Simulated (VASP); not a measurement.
Write the native input for VASP 6.6.1 that does the following.

```yaml
Task: single point
Functional: LDA
Potentials_or_basis: VASP PAW LDA potentials, release 64 (Zn, Se)
Cutoff: 520 eV
k_mesh: 8 × 8 × 6
Occupations: gaussian, width 0.05 eV
Spin: no spin polarisation
Dipole_correction: no
Further_INCAR_settings: ALGO = Normal; EDIFF = 1e-06; NBANDS = 26
```

The structure of ZnSe lies in POSCAR:

```
ZnSe
1.0
    3.8630000000      0.0000000000      0.0000000000
    0.0000000000      3.8630000000      0.0000000000
    0.0000000000      0.0000000000      5.2561416084
Zn Se
2 2
Direct
    0.0000000000      0.0000000000      0.0000000000
    0.5000000000      0.5000000000      0.0000000000
    0.0000000000      0.5000000000      0.2797006019
    0.5000000000      0.0000000000      0.7202993981
```

The input as run:

INCAR

```
ALGO = Normal
EDIFF = 1E-6
ENCUT = 520
GGA = CA
ISIF = 2
ISMEAR = 0
LASPH = True
LCHARG = True
LELF = True
LREAL = False
LVHAR = True
LWAVE = False
NBANDS = 26
NELM = 80
PREC = Accurate
SIGMA = 0.05
```

KPOINTS

```
k-points
0
Gamma
  8 8 6
```

Potentials or basis: VASP PAW LDA potentials, release 64 (Zn, Se).

The run is started by

```bash
$ cat potpaw_LDA.64/Zn/POTCAR potpaw_LDA.64/Se/POTCAR > POTCAR
$ mpirun -np 1 vasp_std > vasp.out
```

It gave:

- Pressure: 5.8 GPa
- Largest force: 0.657 eV/Å
- Band gap on the k mesh: 1.69 eV, direct

Run time: 2.2 min on 1 thread of Intel(R) Xeon(R) Platinum 8488C (Sapphire Rapids), on a shared host, peak memory 0.23 GiB.
